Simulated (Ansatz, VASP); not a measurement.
TiGaSe3 in VASP and in Ansatz

Contents of INCAR:

```
PREC = Accurate ; ENCUT = 600
EDIFF = 1E-7 ; ISMEAR = 0
SIGMA = 0.1 ; LREAL = F
LASPH = T ; NELM = 80
ALGO = Normal ; ISIF = 3
LWAVE = F ; LCHARG = F
GGA = PE ; IBRION = 2
NSW = 100 ; EDIFFG = -0.01
```

File KPOINTS:

```
Automatic mesh
0
Gamma
  10 10 6
```

Contents of POSCAR:

```
TiGaSe3
1.0
    3.6893727376      0.0000000000      0.0000000000
    0.0000000000      3.6893727376      0.0000000000
    0.0000000000      0.0000000000      7.9059279935
Ti Ga Se
1 1 3
Direct
    0.5000000000      0.5000000000      0.5000000000
    0.0000000000      0.0000000000      0.5000000000
    0.0000000000      0.0000000000      0.8086599268
    0.0000000000      0.0000000000      0.1913400732
    0.5000000000      0.5000000000      0.0000000000
```

Input for Ansatz:

```yaml
crystal:
  lattice:
    - [3.6893727376, 0.0, 0.0]
    - [0.0, 3.6893727376, 0.0]
    - [0.0, 0.0, 7.9059279935]
  atoms:
    - { symbol: Ti, position: [0.5, 0.5, 0.5] }
    - { symbol: Ga, position: [0.0, 0.0, 0.5] }
    - { symbol: Se, position: [0.0, 0.0, 0.8086599268] }
    - { symbol: Se, position: [0.0, 0.0, 0.1913400732] }
    - { symbol: Se, position: [0.5, 0.5, 0.0] }
basis:
  ecutwfc: 420
kpoints:
  mp_grid: { grid: [10, 10, 6] }
hamiltonian:
  xc: pbe
scf:
  occupations: { method: gaussian, width: 0.1 }
output:
  forces: true
  stress: true
  eigenvalues: true
  write_density: true
  write_potential: true
  elf: true
  volumetric_format: npy
relax:
  adjacent_minimum: "off"
  f_tol: 0.01
  max_steps: 80
  cell: { stress_tol: 0.05 }
```

Alike in both runs: task relaxation of cell and atoms; functional PBE; k mesh 10 × 10 × 6; occupations gaussian, width 0.1 eV; no spin polarisation.

```csv
,VASP,Ansatz
version,VASP 6.6.1,Ansatz 0.2.0
potentials or method,"VASP PAW PBE potentials, release 64 (Ti_sv, Ga_d, Se), cutoff 600 eV","scalar-relativistic, plane waves, PAW"
valence electrons in the cell,43,73
```

```tsv
	VASP	Ansatz	Ansatz less VASP
gap on the k mesh at the Fermi level, each at its own relaxed structure (eV)	none	none	-
relaxed volume (Å³/atom)	21.66	21.64	-0.023
relaxed cell length with the largest relative difference (Å)	3.674	3.672	-0.0019
```

A gap of «none» marks a metal or a gap that the smearing closes. VASP's potentials hold 43 valence electrons a cell and Ansatz's 73, so a difference there can come from the potentials and not from the codes.
